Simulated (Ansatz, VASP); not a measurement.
## One calculation of TaAgS2, two programs

```
Ta Ag S
1.0
     3.28745    0.00000    0.00000
    -1.64373    2.84702    0.00000
     0.00000    0.00000    7.92610
Ta Ag S
1 1 2
Direct
  0.00000 0.00000 0.50000
  0.00000 0.00000 0.00000
  0.33333 0.66667 0.29718
  0.66667 0.33333 0.70282
```

Alike in both runs: functional PBE; k mesh 18 × 18 × 6; occupations gaussian, width 0.1 eV; no spin polarisation.

Ansatz relaxed the structure, and its values are those at the end. VASP's run is a single point on that final structure, the one shown.

|  | VASP | Ansatz |
| --- | --- | --- |
| version | VASP 6.6.1 | Ansatz 0.2.0 |
| potentials or method | VASP PAW PBE potentials, release 64 (Ta_pv, Ag, S), cutoff 520 eV | scalar-relativistic, plane waves, PAW |
| valence electrons in the cell | 34 | 44 |

```csv
,VASP,Ansatz,Ansatz less VASP
gap on the k mesh at the Fermi level (eV),none,none,-
pressure (GPa),0.0,0.0,+0.01
```

A gap of «none» marks a metal or a gap that the smearing closes. With one functional, cell and mesh, what is left measures potentials, basis and numerics. VASP's potentials hold 34 valence electrons a cell and Ansatz's 44, so a difference there can come from the potentials and not from the codes.

Spin-orbit coupling is off throughout.
